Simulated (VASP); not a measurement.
# Si3Se2 (R-3m) in VASP: single point with PBE

Aim: the single point of Si3Se2 with PBE.

All numbers are computed with VASP 6.6.1; they aren't measurements. Logs are shortened: lines on timing, memory, paths and dates and some standing lists are left out, and cuts for length are marked.

### 1 The cell of the first run

The structure is trigonal, space group R-3m (No. 166). The conventional cell has a = 3.510 Å, b = 3.510 Å, c = 29.917 Å, α = 90.00°, β = 90.00°, γ = 120.00°. Si (site symmetry -3m) has 12 Si at 2.57 to 3.51 Å and 6 Se at 3.62 Å within 3.7 Å. Within 3.3 Å of Si (site symmetry 3m) lie 3 Se at 2.48 Å and 3 Si at 2.57 Å. Within 3.3 Å of Se (site symmetry 3m) lie 3 Si at 2.48 Å.

The cell was generated, and may not be a known phase.

### 2 Single point, PBE

INCAR

```
PREC = Accurate ; ENCUT = 520
EDIFF = 1E-6 ; ISMEAR = 0
SIGMA = 0.1 ; LREAL = F
LASPH = T ; NELM = 80
ALGO = Normal ; ISIF = 2
LWAVE = F ; LCHARG = F
GGA = PE ; NBANDS = 20
```

KPOINTS

```
Automatic mesh
0
Gamma
  12 12 12
```

POSCAR

```
Si3Se2
1.0
    1.7548332164      1.0131534299      9.9722093616
   -1.7548332164      1.0131534299      9.9722093616
    0.0000000000     -2.0263068597      9.9722093616
Si Se
3 2
Direct
    0.5000000000      0.5000000000      0.5000000000
    0.8860991015      0.8860991015      0.8860991015
    0.1139008985      0.1139008985      0.1139008985
    0.2670822976      0.2670822976      0.2670822976
    0.7329177024      0.7329177024      0.7329177024
```

Potentials or basis: VASP PAW PBE potentials, release 64 (Si, Se).

Started as:

```sh
$ cat potpaw_PBE.64/Si/POTCAR potpaw_PBE.64/Se/POTCAR > POTCAR
$ mpirun -np 1 vasp_std > vasp.out
```

OUTCAR:

```text
PREC = Accurate
   ENCUT = 520
   EDIFF = 1E-6
   ISMEAR = 0
   LREAL = F
   LASPH = T
   NELM = 80
   ISIF = 2
   GGA = PE

 ion  position               nearest neighbor table
   1  0.500  0.500  0.500-   3 2.57   3 2.57   2 2.57   2 2.57   3 2.57   2 2.57
   2  0.886  0.886  0.886-   4 2.48   4 2.48   4 2.48   1 2.57   1 2.57   1 2.57
   3  0.114  0.114  0.114-   5 2.48   5 2.48   5 2.48   1 2.57   1 2.57   1 2.57
   4  0.267  0.267  0.267-   2 2.48   2 2.48   2 2.48
   5  0.733  0.733  0.733-   3 2.48   3 2.48   3 2.48

  LATTYP: Found a trigonal (rhomboedric) cell.
 ALAT       =    10.1759952359
 COS(alpha) =     0.9405231584

  Lattice vectors:

 A1 = (   1.7548332164,   1.0131534299,   9.9722093616)
 A2 = (  -1.7548332164,   1.0131534299,   9.9722093616)
 A3 = (   0.0000000000,  -2.0263068597,   9.9722093616)

Analysis of symmetry for initial positions (statically):
=====================================================================
 Subroutine PRICEL returns:
 Original cell was already a primitive cell.

 Routine SETGRP: Setting up the symmetry group for a
 trigonal (rhombohedral) supercell.

 Subroutine GETGRP returns: Found 12 space group operations
 (whereof 12 operations were pure point group operations)
 out of a pool of 12 trial point group operations.

The static configuration has the point symmetry D_3d.

Analysis of symmetry for dynamics (positions and initial velocities):
=====================================================================
 Subroutine PRICEL returns:
 Original cell was already a primitive cell.

 Routine SETGRP: Setting up the symmetry group for a
 trigonal (rhombohedral) supercell.

 Subroutine GETGRP returns: Found 12 space group operations
 (whereof 12 operations were pure point group operations)
 out of a pool of 12 trial point group operations.

The dynamic configuration has the point symmetry D_3d.

 Subroutine INISYM returns: Found 12 space group operations
 (whereof 12 operations are pure point group operations),
 and found     1 'primitive' translations

----------------------------------------------------------------------------------------

                                     Primitive cell

  volume of cell :     106.3785

  direct lattice vectors                    reciprocal lattice vectors
     1.754833216  1.013153430  9.972209362     0.284927363  0.164502889  0.033426227
    -1.754833216  1.013153430  9.972209362    -0.284927363  0.164502889  0.033426227
     0.000000000 -2.026306860  9.972209362     0.000000000 -0.329005779  0.033426227

  length of vectors
    10.175995236 10.175995236 10.175995236     0.330699433  0.330699433  0.330699433

  position of ions in fractional coordinates (direct lattice)
     0.500000000  0.500000000  0.500000000
     0.886099102  0.886099102  0.886099102
     0.113900898  0.113900898  0.113900898
     0.267082298  0.267082298  0.267082298
     0.732917702  0.732917702  0.732917702

  ion indices of the primitive-cell ions
   primitive index   ion index
                 1           1
                 2           2
                 3           3
                 4           4
                 5           5

----------------------------------------------------------------------------------------

 KPOINTS: Automatic mesh

Automatic generation of k-mesh.
 Grid dimensions read from file:
 generate k-points for:   12   12   12

 Generating k-lattice:

  Cartesian coordinates                     Fractional coordinates (reciprocal lattice)
     0.023743947  0.013708574  0.002785519     0.083333333  0.000000000  0.000000000
    -0.023743947  0.013708574  0.002785519     0.000000000  0.083333333  0.000000000
     0.000000000 -0.027417148  0.002785519     0.000000000  0.000000000  0.083333333

  Length of vectors
     0.027558286  0.027558286  0.027558286

  Shift w.r.t. Gamma in fractional coordinates (k-lattice)
     0.000000000  0.000000000  0.000000000

 Subroutine IBZKPT returns following result:
 ===========================================

 Found    189 irreducible k-points:

 Following reciprocal coordinates:
            Coordinates               Weight
  0.000000  0.000000  0.000000      1.000000
  0.083333  0.000000  0.000000      6.000000
  0.166667  0.000000 -0.000000      6.000000
  0.250000  0.000000  0.000000      6.000000
  0.333333  0.000000  0.000000      6.000000
  0.416667  0.000000  0.000000      6.000000
[... 16 lines left out ...]
  0.500000  0.166667  0.000000     12.000000
 -0.416667  0.166667  0.000000     12.000000
 [... further k-points ...]
   k-points           NKPTS =    189   k-points in BZ     NKDIM =    189   number of bands    NBANDS=     20
   number of dos      NEDOS =    301   number of ions     NIONS =      5
   total plane-waves  NPLWV = 512000
   dimension x,y,z NGX =    80 NGY =   80 NGZ =   80
   dimension x,y,z NGXF=   160 NGYF=  160 NGZF=  160
   ions per type =               3   2
   NGX,Y,Z   is equivalent  to a cutoff of  13.07, 13.07, 13.07 a.u.
   NGXF,Y,Z  is equivalent  to a cutoff of  26.14, 26.14, 26.14 a.u.
 SYSTEM =  unknown system
   PREC   = accura    normal or accurate (medium, high low for compatibility)
   ISTART =      0    job   : 0-new  1-cont  2-samecut
   ICHARG =      2    charge: 1-file 2-atom 10-const
   ISPIN  =      1    spin polarized calculation?
   LNONCOLLINEAR =      F non collinear calculations
   LSORBIT =      F    spin-orbit coupling
   LASPH  =      T    aspherical Exc in radial PAW
   ENCUT  =  520.0 eV  38.22 Ry    6.18 a.u.  18.92 18.92 18.92*2*pi/ulx,y,z
   NELM   =     80;   NELMIN=  2; NELMDL= -5     # of ELM steps
   EDIFF  = 0.1E-05   stopping-criterion for ELM
   LREAL  =      F    real-space projection
   EDIFFG = 0.1E-04   stopping-criterion for IOM
   NSW    =      0    number of steps for IOM
   IBRION =     -1    ionic relax: 0-MD 1-quasi-New 2-CG
   NFREE  =      0    steps in history (QN), initial steepest desc. (CG)
   ISIF   =      2    stress and relaxation
   ISYM   =      2    0-nonsym 1-usesym 2-fastsym
   POTIM  = 0.5000    time-step for ionic-motion
   TEBEG  =    0.0;   TEEND  =   0.0 temperature during run
   PSTRESS=    0.0 pullay stress
   NELECT =      24.0000    total number of electrons
   NUPDOWN=      -1.0000    fix difference up-down
   EMIN   =  10.00;   EMAX   =-10.00  energy-range for DOS
   EFERMI =   0.00;   METHOD = LEGACY
   ISMEAR =     0;   SIGMA  =   0.10  broadening in eV -4-tet -1-fermi 0-gaus
   EFERMI_NEDOS =   21; number of points for ismear=-14 and -15
   IALGO  =     38    algorithm
   IMIX   =      4    mixing-type and parameters
     AMIX     =   0.40;   BMIX     =  1.00
     AMIX_MAG =   1.60;   BMIX_MAG =  1.00
  volume/ion in A,a.u.               =      21.28       143.58
  Fermi-wavevector in a.u.,A,eV,Ry     =   0.996615  1.883329 13.513866  0.993241
  Thomas-Fermi vector in A             =   2.128715
   LORBIT       =      0    0 simple, 1 ext, 2 COOP (PROOUT), +10 PAW based schemes
   GGA     = PE    functional components
   LHFCALC =     F    Hartree Fock is set to
   AEXX    =    0.0000 exact exchange contribution
   IVDW    =     0    specifies the selected vdW correction
   LEPSILON=     F    determine dielectric tensor
   LRPA    =     F    only Hartree local field effects (RPA)
 non-spin polarized calculation
 Gauss-broadening in eV      SIGMA  =   0.10
  energy-cutoff  :      520.00
  volume of cell :      106.38
 maximum number of plane-waves:      2924
 NGX is ok and might be reduce to    80
   NGX = 37   NGY = 37   NGZ = 37

 number of electron      24.0000000 magnetization

 Free energy of the ion-electron system (eV)
  ---------------------------------------------------
  ext. energy  EPLUGINS =         0.00000000
  ---------------------------------------------------
  free energy    TOTEN  =       -23.27343372 eV

  energy without entropy =      -23.26504714  energy(sigma->0) =      -23.26924043

 E-fermi :   5.3201     XC(G=0):  -9.3855

 val. band max:        5.2919226001   @ k =  -0.1667   0.0833   0.0000
 cond. band min:       5.3277714054   @ k =  -0.2500   0.1667   0.0833
 fundamental gap:      0.0358488053
 Fermi energy:         5.3201474413

 k-point     1 :       0.0000    0.0000    0.0000
  band No.  band energies     occupation
      1      -9.9079      2.00000
      2      -9.7157      2.00000
      3      -5.8936      2.00000
      4      -2.6276      2.00000
      5       0.4904      2.00000
      6       3.8495      2.00000
[... 12 lines left out ...]
     19      10.3915      0.00000
     20      10.3915      0.00000

 k-point     2 :       0.0833    0.0000    0.0000
  band No.  band energies     occupation
      1      -9.8244      2.00000
      2      -9.6366      2.00000
      3      -5.8058      2.00000
      4      -2.5730      2.00000
      5       0.5479      2.00000
      6       3.1787      2.00000
[... 12 lines left out ...]
     19      10.5364      0.00000
     20      10.6632      0.00000

 k-point     3 :       0.1667    0.0000   -0.0000
  band No.  band energies     occupation
      1      -9.5800      2.00000
      2      -9.4061      2.00000
      3      -5.5487      2.00000
      4      -2.4404      2.00000
      5       0.6362      2.00000
      6       1.8197      2.00000
[... 12 lines left out ...]
     19      10.9098      0.00000
     20      11.3660      0.00000

 k-point     4 :       0.2500    0.0000    0.0000
  band No.  band energies     occupation
      1      -9.1979      2.00000
      2      -9.0488      2.00000
      3      -5.1461      2.00000
      4      -2.3677      2.00000
      5       0.0770      2.00000
      6       0.5888      2.00000
[... 429 lines left out ...]
 k-point    23 :       0.5000    0.1667    0.0000
  band No.  band energies     occupation
      1      -8.1494      2.00000
      2      -8.1070      2.00000
      3      -4.0137      2.00000
      4      -3.0914      2.00000
      5      -1.5045      2.00000
      6      -0.5804      2.00000
[... 12 lines left out ...]
     19      11.2371      0.00000
     20      11.7910      0.00000

 k-point    24 :      -0.4167    0.1667    0.0000
  band No.  band energies     occupation
      1      -7.9750      2.00000
      2      -7.9664      2.00000
      3      -3.7554      2.00000
      4      -3.4292      2.00000
      5      -1.6388      2.00000
      6      -0.8295      2.00000
[... 12 lines left out ...]
     19      11.2950      0.00000
     20      11.8329      0.00000

 [... further k-points ...]

------------------------ aborting loop because EDIFF is reached ----------------------------------------

  FORCE on cell =-STRESS in cart. coord.  units (eV):
  Direction    XX          YY          ZZ          XY          YZ          ZX
  --------------------------------------------------------------------------------------
  -------------------------------------------------------------------------------------
  Total        0.0407639      0.0407639      0.0684648      0.0000000      0.0000000      0.0000000
  in kB        0.6139497      0.6139497      1.0311559      0.0000000      0.0000000      0.0000000
  external PRESSURE =       0.7530184 kB  Pullay stress =       0.0000000 kB

 VOLUME and BASIS-vectors are now :
 -----------------------------------------------------------------------------
  energy-cutoff  :      520.00
  volume of cell :      106.38
      direct lattice vectors                 reciprocal lattice vectors
     1.754833216  1.013153430  9.972209362     0.284927363  0.164502889  0.033426227
    -1.754833216  1.013153430  9.972209362    -0.284927363  0.164502889  0.033426227
     0.000000000 -2.026306860  9.972209362     0.000000000 -0.329005779  0.033426227

 POSITION                                       TOTAL-FORCE (eV/Angst)
 -----------------------------------------------------------------------------------
      0.00000      0.00000     14.95831         0.000000     -0.000000      0.000000
      0.00000      0.00000     26.50910        -0.000000     -0.000000     -0.011024
      0.00000      0.00000      3.40753        -0.000000      0.000000      0.011024
      0.00000      0.00000      7.99020        -0.000000      0.000000      0.014772
      0.00000      0.00000     21.92643        -0.000000     -0.000000     -0.014772
 -----------------------------------------------------------------------------------
    total drift:                                0.000000     -0.000000     -0.000000

  FREE ENERGIE OF THE ION-ELECTRON SYSTEM (eV)
  ---------------------------------------------------
  free  energy   TOTEN  =       -23.2734337182 eV

  energy  without entropy=      -23.2650471408  energy(sigma->0) =      -23.26924043
```

Wall time 23 min (1 thread of Intel Xeon 6975P-C (Granite Rapids), shared host); peak memory 1.1 GiB.

Results:

```yaml
Free_energy: -23.2734 eV
Pressure: 0.1 GPa
Largest_force: 0.015 eV/Å
Band_gap_on_the_k_mesh: zero (bands 12 and 13 overlap by 1.28 eV)
```

Forces in eV/Å, atoms in the order of the input:
```
Si   0.000  0.000  0.000
Si   0.000  0.000 -0.011
Si   0.000  0.000  0.011
Se   0.000  0.000  0.015
Se   0.000  0.000 -0.015
```

The gap in the log of VASP goes by the Fermi energy; the results here count the filled bands.